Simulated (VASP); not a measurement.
# NaH (Pm-3m) in VASP: notebook, part 2 of 2

VASP 6.6.1. The steps go on from the part before.

## 4. Single point, PBEsol

This run uses another cell than the first one, of 12.90 Å³/atom, 1.064 times its volume.

INCAR

```
ALGO = Normal
EDIFF = 1E-7
ENCUT = 520
GGA = PS
ISIF = 2
ISMEAR = 0
LASPH = True
LCHARG = False
LREAL = False
LWAVE = False
NBANDS = 11
NELM = 80
PREC = Accurate
SIGMA = 0.01
```

KPOINTS

```
k-points
0
Gamma
  6 6 6
```

POSCAR

```
NaH
1.0
    2.9551240000      0.0000000000      0.0000000000
    0.0000000000      2.9551240000      0.0000000000
    0.0000000000      0.0000000000      2.9551240000
Na H
1 1
Direct
    0.0000000000      0.0000000000      0.0000000000
    0.5000000000      0.5000000000      0.5000000000
```

Potentials or basis: VASP PAW PBE potentials, release 64 (Na_pv, H).

The run is started by

```bash
cat potpaw_PBE.64/Na_pv/POTCAR potpaw_PBE.64/H/POTCAR > POTCAR
mpirun -np 1 vasp_std > vasp.out
```

OUTCAR:

```text
EDIFF = 1E-7
   ENCUT = 520
   GGA = PS
   ISIF = 2
   ISMEAR = 0
   LASPH = True
   LREAL = False
   NELM = 80
   PREC = Accurate

 ion  position               nearest neighbor table
   1  0.000  0.000  0.000-
   2  0.500  0.500  0.500-

  LATTYP: Found a simple cubic cell.
 ALAT       =     2.9551240000

  Lattice vectors:

 A1 = (   2.9551240000,   0.0000000000,   0.0000000000)
 A2 = (   0.0000000000,   2.9551240000,   0.0000000000)
 A3 = (   0.0000000000,   0.0000000000,   2.9551240000)

Analysis of symmetry for initial positions (statically):
=====================================================================
 Subroutine PRICEL returns:
 Original cell was already a primitive cell.

 Routine SETGRP: Setting up the symmetry group for a
 simple cubic supercell.

 Subroutine GETGRP returns: Found 48 space group operations
 (whereof 48 operations were pure point group operations)
 out of a pool of 48 trial point group operations.

The static configuration has the point symmetry O_h .

Analysis of symmetry for dynamics (positions and initial velocities):
=====================================================================
 Subroutine PRICEL returns:
 Original cell was already a primitive cell.

 Routine SETGRP: Setting up the symmetry group for a
 simple cubic supercell.

 Subroutine GETGRP returns: Found 48 space group operations
 (whereof 48 operations were pure point group operations)
 out of a pool of 48 trial point group operations.

The dynamic configuration has the point symmetry O_h .

 Subroutine INISYM returns: Found 48 space group operations
 (whereof 48 operations are pure point group operations),
 and found     1 'primitive' translations

[... 110 lines left out ...]
  volume/ion in A,a.u.               =      12.90        87.08
  Fermi-wavevector in a.u.,A,eV,Ry     =   1.107973  2.093765 16.702564  1.227604
  Thomas-Fermi vector in A             =   2.244494
   LORBIT       =      0    0 simple, 1 ext, 2 COOP (PROOUT), +10 PAW based schemes
   GGA     = PS    functional components
   LHFCALC =     F    Hartree Fock is set to
   AEXX    =    0.0000 exact exchange contribution
   IVDW    =     0    specifies the selected vdW correction
   LEPSILON=     F    determine dielectric tensor
   LRPA    =     F    only Hartree local field effects (RPA)
 non-spin polarized calculation
 Gauss-broadening in eV      SIGMA  =   0.01
  energy-cutoff  :      520.00
  volume of cell :       25.81
 maximum number of plane-waves:       739
 NGX is ok and might be reduce to    24
   NGX = 11   NGY = 11   NGZ = 11

 number of electron       8.0000007 magnetization

 Free energy of the ion-electron system (eV)
  ---------------------------------------------------
  ext. energy  EPLUGINS =         0.00000000
  ---------------------------------------------------
  free energy    TOTEN  =        -4.78603764 eV

  energy without entropy =       -4.78603764  energy(sigma->0) =       -4.78603764

 E-fermi :   1.4545     XC(G=0):  -8.2589

 val. band max:        1.3787404629   @ k =   0.5000   0.5000   0.5000
 cond. band min:       2.1775913092   @ k =   0.5000   0.0000   0.0000
 fundamental gap:      0.7988508463
 Fermi energy:         1.4545296642

 k-point     1 :       0.0000    0.0000    0.0000
  band No.  band energies     occupation
      1     -23.1216      2.00000
      2     -23.1216      2.00000
      3     -23.1216      2.00000
      4      -4.6964      2.00000
      5      10.0159      0.00000
      6      12.0756      0.00000
      7      12.0756      0.00000
      8      13.6682      0.00000
      9      13.6682      0.00000
     10      13.6682      0.00000
     11      26.9376      0.00000
[... 253 lines left out ...]
 k-point    20 :       0.5000    0.5000    0.5000
  band No.  band energies     occupation
      1     -23.2467      2.00000
      2     -23.2467      2.00000
      3     -23.2467      2.00000
      4       1.3787      2.00000
      5       8.0353      0.00000
      6       8.0353      0.00000
      7       8.0353      0.00000
      8      10.2554      0.00000
      9      10.2554      0.00000
     10      10.2554      0.00000
     11      17.3528      0.00000

------------------------ aborting loop because EDIFF is reached ----------------------------------------

  FORCE on cell =-STRESS in cart. coord.  units (eV):
  Direction    XX          YY          ZZ          XY          YZ          ZX
  --------------------------------------------------------------------------------------
  -------------------------------------------------------------------------------------
  Total       -0.0665599     -0.0665599     -0.0665599      0.0000000     -0.0000000      0.0000000
  in kB       -4.1323434     -4.1323434     -4.1323434      0.0000000     -0.0000000      0.0000000
  external PRESSURE =      -4.1323434 kB  Pullay stress =       0.0000000 kB

 VOLUME and BASIS-vectors are now :
 -----------------------------------------------------------------------------
  energy-cutoff  :      520.00
  volume of cell :       25.81
      direct lattice vectors                 reciprocal lattice vectors
     2.955124000  0.000000000  0.000000000     0.338395275  0.000000000  0.000000000
     0.000000000  2.955124000  0.000000000     0.000000000  0.338395275  0.000000000
     0.000000000  0.000000000  2.955124000     0.000000000  0.000000000  0.338395275

 POSITION                                       TOTAL-FORCE (eV/Angst)
 -----------------------------------------------------------------------------------
      0.00000      0.00000      0.00000         0.000000      0.000000      0.000000
      1.47756      1.47756      1.47756         0.000000      0.000000      0.000000
 -----------------------------------------------------------------------------------
    total drift:                                0.000000      0.000000      0.000000

  FREE ENERGIE OF THE ION-ELECTRON SYSTEM (eV)
  ---------------------------------------------------
  free  energy   TOTEN  =        -4.7860376407 eV

  energy  without entropy=       -4.7860376407  energy(sigma->0) =       -4.78603764
```

OSZICAR:

```text
N       E                     dE             d eps       ncg     rms          rms(c)
DAV:   1     0.345237733566E+02    0.34524E+02   -0.44481E+03   440   0.734E+02
DAV:   2    -0.399089788462E+01   -0.38515E+02   -0.37773E+02   461   0.188E+02
DAV:   3    -0.518791988362E+01   -0.11970E+01   -0.11960E+01   519   0.317E+01
DAV:   4    -0.519465107953E+01   -0.67312E-02   -0.67305E-02   514   0.235E+00
DAV:   5    -0.519470619094E+01   -0.55111E-04   -0.55111E-04   502   0.213E-01    0.283E+00
DAV:   6    -0.488140196527E+01    0.31330E+00   -0.32355E-01   484   0.370E+00    0.133E+00
DAV:   7    -0.478498497419E+01    0.96417E-01   -0.32542E-01   482   0.265E+00    0.358E-01
DAV:   8    -0.478621090495E+01   -0.12259E-02   -0.74394E-03   506   0.113E+00    0.666E-02
DAV:   9    -0.478605074771E+01    0.16016E-03   -0.10889E-03   510   0.378E-01    0.240E-02
DAV:  10    -0.478603731276E+01    0.13435E-04   -0.64925E-05   487   0.478E-02    0.232E-03
DAV:  11    -0.478603762891E+01   -0.31615E-06   -0.11284E-06   494   0.692E-03    0.184E-03
DAV:  12    -0.478603764073E+01   -0.11819E-07   -0.64182E-08   307   0.139E-03
   1 F= -.47860376E+01 E0= -.47860376E+01  d E =-.295858E-29
```

stdout:

```text
POSCAR found type information on POSCAR NaH
 POSCAR found :  2 types and       2 ions
 scaLAPACK will be used
 -----------------------------------------------------------------------------
|                                                                             |
|                                                                             |
|     You enforced a specific xc type in the INCAR file but a different       |
|     I HOPE YOU KNOW WHAT YOU ARE DOING!                                     |
|                                                                             |
 -----------------------------------------------------------------------------

 LDA part: xc-table for (Slater+PW92), standard interpolation
 POSCAR, INCAR and KPOINTS ok, starting setup
 FFT: planning ... GRIDC
 FFT: planning ... GRID_SOFT
 FFT: planning ... GRID
 WAVECAR not read
 entering main loop
```

Run time: 9.6 s. Hardware: 1 thread of AMD EPYC 7R13, shared host; peak memory 0.1 GiB.

What came out:

- Free energy: -4.7860 eV
- Pressure: -0.4 GPa
- Band gap on the k mesh: 0.80 eV, indirect (least direct gap 4.31 eV)

Caveat: the PAW data sets were made with another functional, which shifts forces and pressure a little.

## 5. Overview

```tsv
cell	gap on the mesh (eV)	pressure (GPa)
a = 2.895 Å, 2 atoms	0.79	1.2
a = 2.915 Å, 2 atoms	0.79	0.6
a = 2.955 Å, 2 atoms	0.80	-0.4
```

Alike in all rows: task single point; level PBEsol; potentials or basis VASP PAW PBE potentials, release 64 (Na_pv, H); no spin polarisation; k mesh 6 × 6 × 6; cutoff (eV) 520; smearing gaussian 0.01 eV.

Caveats: the PAW data sets were made with another functional, which shifts forces and pressure a little.

Absolute energies hang on the potentials; compare differences alone.
